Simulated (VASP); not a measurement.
# SnO2 (I4_1/amd) in VASP: notebook, part 2 of 2

VASP 6.6.1.

## 4. Single point, PBEsol

This run uses another cell than the first one, of 13.80 Å³/atom.

File INCAR:

```
PREC = Accurate
ENCUT = 520
EDIFF = 1E-7
ISMEAR = 0
SIGMA = 0.01
LREAL = F
LASPH = T
NELM = 60
ALGO = Normal
ISIF = 2
LWAVE = F
LCHARG = F
GGA = PS
NBANDS = 35
```

File KPOINTS:

```
Automatic mesh
0
Gamma
  8 8 8
```

File POSCAR:

```
SnO2
1.0
   -2.0067134050      2.0067134050      5.1407011740
    2.0067134050     -2.0067134050      5.1407011740
    2.0067134050      2.0067134050     -5.1407011740
Sn O
2 4
Direct
    0.7500000000      0.2500000000      0.5000000000
    0.0000000000      0.0000000000      0.0000000000
    0.7965225900      0.7965225900      0.0000000000
    0.9534774100      0.4534774100      0.5000000000
    0.2034774100      0.2034774100      0.0000000000
    0.5465225900      0.0465225900      0.5000000000
```

Potentials or basis: VASP PAW PBE potentials, release 64 (Sn_d, O).

On the command line:

```console
$ cat potpaw_PBE.64/Sn_d/POTCAR potpaw_PBE.64/O/POTCAR > POTCAR
$ mpirun -np 1 vasp_std > vasp.out
```

OUTCAR:

```text
PREC = Accurate
   ENCUT = 520
   EDIFF = 1E-7
   ISMEAR = 0
   LREAL = F
   LASPH = T
   NELM = 60
   ISIF = 2
   GGA = PS

 ion  position               nearest neighbor table
   1  0.750  0.250  0.500-   3 2.06   5 2.06   3 2.06   5 2.06   4 2.09   6 2.09   2 3.26   2 3.26
                             2 3.26   2 3.26
   2  0.000  0.000  0.000-   6 2.06   4 2.06   6 2.06   4 2.06   3 2.09   5 2.09   1 3.26   1 3.26
                             1 3.26   1 3.26
   3  0.797  0.797  0.000-   1 2.06   1 2.06   2 2.09
   4  0.953  0.453  0.500-   2 2.06   2 2.06   1 2.09
   5  0.203  0.203  0.000-   1 2.06   1 2.06   2 2.09
   6  0.547  0.047  0.500-   2 2.06   2 2.06   1 2.09

  LATTYP: Found a body centered tetragonal cell.
 ALAT       =     4.0134268100
 C/A-ratio  =     2.5617515492

  Lattice vectors:

 A1 = (  -2.0067134050,   2.0067134050,   5.1407011740)
 A2 = (   2.0067134050,  -2.0067134050,   5.1407011740)
 A3 = (   2.0067134050,   2.0067134050,  -5.1407011740)

Analysis of symmetry for initial positions (statically):
=====================================================================
[... 187 lines left out ...]
 fundamental gap:      1.4531555138
 Fermi energy:         3.9406083843

 k-point     1 :       0.0000    0.0000    0.0000
  band No.  band energies     occupation
      1     -16.4896      2.00000
      2     -16.4798      2.00000
      3     -16.3478      2.00000
      4     -15.7871      2.00000
      5     -15.6972      2.00000
      6     -15.6972      2.00000
[... 901 lines left out ...]
     34      14.9944      0.00000
     35      16.4741      0.00000

 [... further k-points ...]

------------------------ aborting loop because EDIFF is reached ----------------------------------------

  FORCE on cell =-STRESS in cart. coord.  units (eV):
  Direction    XX          YY          ZZ          XY          YZ          ZX
  --------------------------------------------------------------------------------------
  -------------------------------------------------------------------------------------
  Total       -0.0490326     -0.0490326     -0.6724320      0.0000000      0.0000000      0.0000000
  in kB       -0.9487300     -0.9487300    -13.0108575      0.0000000      0.0000000      0.0000000
  external PRESSURE =      -4.9694392 kB  Pullay stress =       0.0000000 kB

 VOLUME and BASIS-vectors are now :
 -----------------------------------------------------------------------------
  energy-cutoff  :      520.00
  volume of cell :       82.80
      direct lattice vectors                 reciprocal lattice vectors
    -2.006713405  2.006713405  5.140701174     0.000000000  0.249163632  0.097262996
     2.006713405 -2.006713405  5.140701174     0.249163632  0.000000000  0.097262996
     2.006713405  2.006713405 -5.140701174     0.249163632  0.249163632  0.000000000

 POSITION                                       TOTAL-FORCE (eV/Angst)
 -----------------------------------------------------------------------------------
      0.00000      2.00671      2.57035         0.000000      0.000000     -0.000000
      0.00000      0.00000      0.00000         0.000000      0.000000     -0.000000
      0.00000      0.00000      8.18937         0.000000     -0.000000      0.115332
      0.00000      2.00671      4.66238        -0.000000      0.000000     -0.115332
      0.00000      0.00000      2.09203         0.000000     -0.000000     -0.115332
      0.00000      2.00671      0.47832        -0.000000      0.000000      0.115332
 -----------------------------------------------------------------------------------
    total drift:                                0.000000      0.000000     -0.000000

  FREE ENERGIE OF THE ION-ELECTRON SYSTEM (eV)
  ---------------------------------------------------
  free  energy   TOTEN  =       -39.2218240841 eV

  energy  without entropy=      -39.2218240841  energy(sigma->0) =      -39.22182408
```

Run time: 3 min. Hardware: 1 thread of Intel Xeon 6975P-C (Granite Rapids), shared host; peak memory 0.39 GiB.

Results:

| Quantity | Value |
| --- | --- |
| Free energy | -39.2218 eV |
| Pressure | -0.5 GPa |
| Largest force | 0.115 eV/Å |
| Band gap on the k mesh | 1.45 eV (least direct gap 1.83 eV) |

Forces on the atoms (eV/Å):
```
Sn   0.000  0.000  0.000
Sn   0.000  0.000  0.000
O    0.000  0.000  0.115
O    0.000  0.000 -0.115
O    0.000  0.000 -0.115
O    0.000  0.000  0.115
```

Stress tensor (GPa, compression positive):
```
-0.09  0.00  0.00
 0.00 -0.09  0.00
 0.00  0.00 -1.30
```

Levels at points of the mesh, in eV from the valence-band top:
```
           k point  band 23  band 24  band 25  band 26  band 27  band 28  band 29  band 30
(0.00, 0.00, 0.00)    -0.66    -0.66    -0.38    -0.38     1.45     5.38     9.19     9.58
(0.50, 0.00, 0.00)    -0.77    -0.75    -0.57    -0.40     4.79     6.04     7.76     8.45
(0.50, 0.50, 0.00)    -0.83    -0.83    -0.05    -0.05     7.16     7.16     7.49     7.49
(0.50, 0.50, 0.50)    -1.01    -1.01    -0.28    -0.28     4.09     4.09     7.53     7.53
```

Caveat: the PAW data sets were made with another functional, which shifts forces and pressure a little; spin-orbit coupling is left out, which moves the levels of the heavy elements. A k mesh can miss the band edges.

## 5. Summary

```csv
cell,gap on the mesh (eV),pressure (GPa),largest force (eV/Å)
"a = 5.753 Å, angles 140.0, 140.0, 57.8°, 6 atoms",2.10,11.6,0.28
"a = 5.813 Å, angles 140.0, 140.0, 57.8°, 6 atoms",1.77,5.1,0.07
"a = 5.872 Å, angles 140.0, 140.0, 57.8°, 6 atoms",1.45,-0.5,0.12
```

Alike in all rows: task single point; level PBEsol; potentials or basis VASP PAW PBE potentials, release 64 (Sn_d, O); no spin polarisation; k mesh 8 × 8 × 8; cutoff (eV) 520; smearing gaussian 0.01 eV.

Caveats: the PAW data sets were made with another functional, which shifts forces and pressure a little; spin-orbit coupling is left out, which moves the levels of the heavy elements; the cell stands under pressure (at least some runs).

Total energies depend on the potentials used, so only differences within one code and one set of settings carry meaning.
